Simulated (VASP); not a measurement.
Write the native input for VASP 6.6.1 that does the following.

```
Task                   : electric field gradients
Functional             : PBE
Potentials or basis    : VASP PAW PBE potentials, release 64 (Cu, Ge_d)
Cutoff                 : 520 eV
k mesh                 : 20 × 20 × 20
Occupations            : fermi-dirac, width 0.15 eV
Spin                   : no spin polarisation
Dipole correction      : no
Further INCAR settings : ALGO = Normal; EDIFF = 1e-08; NBANDS = 26
```

The structure of CuGe2 lies in POSCAR:

```
CuGe2
1.0
   -1.4379519920      1.4379519920      6.1025223899
    1.4379519920     -1.4379519920      6.1025223899
    1.4379519920      1.4379519920     -6.1025223899
Cu Ge
1 2
Direct
    0.0000000000      0.0000000000      0.0000000000
    0.3562803442      0.3562803442      0.0000000000
    0.6437196558      0.6437196558      0.0000000000
```

These files were run (other wordings do the same):

INCAR

```
ALGO = Normal
EDIFF = 1E-8
ENCUT = 520
GGA = PE
ISIF = 2
ISMEAR = -1
LASPH = T
LCHARG = F
LEFG = T
LREAL = F
LWAVE = F
NBANDS = 26
NELM = 100
PREC = Accurate
SIGMA = 0.15
```

KPOINTS

```
k-points
0
Gamma
  20 20 20
```

Potentials or basis: VASP PAW PBE potentials, release 64 (Cu, Ge_d).

The run is started by

```bash
$ cat potpaw_PBE.64/Cu/POTCAR potpaw_PBE.64/Ge_d/POTCAR > POTCAR
$ mpirun -np 1 vasp_std > vasp.out
```

It gave:

* Pressure: 0.1 GPa
* Largest force: 0.023 eV/Å

Caveat: without QUAD_EFG the Cq values of the log hold for a quadrupole moment of 1 mb, not for the nuclei.

Wall time 32 min on 1 thread of Intel(R) Xeon(R) Platinum 8488C (Sapphire Rapids), with other jobs on the host, peak memory 0.92 GiB.
